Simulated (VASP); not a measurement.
Here is a VASP 6.6.1 calculation.

File INCAR:

```
PREC     = Accurate       # precision mode
ENCUT    = 700            # plane-wave cutoff, eV
EDIFF    = 1E-6           # SCF threshold, eV
ISMEAR   = -1             # smearing method
SIGMA    = 0.05           # smearing width, eV
LREAL    = F              # projectors in reciprocal space
LASPH    = T              # aspherical terms in the spheres
NELM     = 200            # most SCF steps
ALGO     = Normal         # electronic algorithm
ISIF     = 2              # what is computed and relaxed
LWAVE    = F              # write WAVECAR
LCHARG   = F              # write CHGCAR
ISPIN    = 2              # spin polarisation
MAGMOM   = 4 0            # initial moments
LORBIT   = 11             # projections on sites
LMAXMIX  = 4              # l up to which the mixer works
NBANDS   = 22             # bands
GGA_COMPAT= F
```

The input KPOINTS:

```
Automatic mesh
0
Gamma
  10 10 10
```

Contents of POSCAR:

```
MnO
1.0
    0.0000000000      2.2531730023      2.2531730023
    2.2531730023      0.0000000000      2.2531730023
    2.2531730023      2.2531730023      0.0000000000
Mn O
1 1
Direct
    0.0000000000      0.0000000000      0.0000000000
    0.5000000000      0.5000000000      0.5000000000
```

Potentials or basis: VASP PAW LDA potentials, release 64 (Mn_sv, O).

Run with:

```console
$ cat potpaw_LDA.64/Mn_sv/POTCAR potpaw_LDA.64/O/POTCAR > POTCAR
$ mpirun -np 1 vasp_std > vasp.out
```

(1) Estimate the pressure.

(2) Estimate the site moments.

## Answers

(1) -20.6 GPa.

(2) Mn +4.04; O +0.19 μB.

Caveat: the cell stands under tension; a cell with one magnetic atom can't hold antiferromagnetic order, which such compounds often take.
